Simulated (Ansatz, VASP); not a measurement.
**Two plane-wave programs on TiAl**

```
CELL_PARAMETERS angstrom
2.86726 0.00000 0.00000
-1.43363 2.45829 0.00000
0.00000 0.00000 4.67808
ATOMIC_POSITIONS crystal
Ti 0.00000 0.00000 0.00000
Al 0.33333 0.66667 0.50000
```

Change from the starting cell: strain -0.0100 x Voigt [0, 1, 0, 0, 0, 0], atoms carried along.

Alike in both runs: task single point; functional PBEsol; k mesh 18 × 18 × 10; occupations gaussian, width 0.15 eV; no spin polarisation.

```csv
,VASP,Ansatz
version,VASP 6.6.1,Ansatz 0.2.0
potentials or method,"VASP PAW PBE potentials, release 64 (Ti_sv, Al), cutoff 520 eV","scalar-relativistic, plane waves, PAW"
valence electrons in the cell,15,15
```

Ansatz gave:

- gap on the k mesh at the Fermi level (eV): none
- pressure (GPa): -1.9
- traceless stress, the component that is largest in VASP (GPa): -1.32
- rms of the force components (eV/Å): 0.018

**Question.** Estimate VASP's values.

**Answer.** gap on the k mesh at the Fermi level (eV): none; pressure (GPa): -1.9; traceless stress, the component that is largest in VASP (GPa): -1.26; rms of the force components (eV/Å): 0.018.

VASP's potentials were made for PBE, not for PBEsol. Atom by atom the forces differ by 0.000 eV/Å (rms over components). A gap of «none» marks a metal or a gap that the smearing closes.
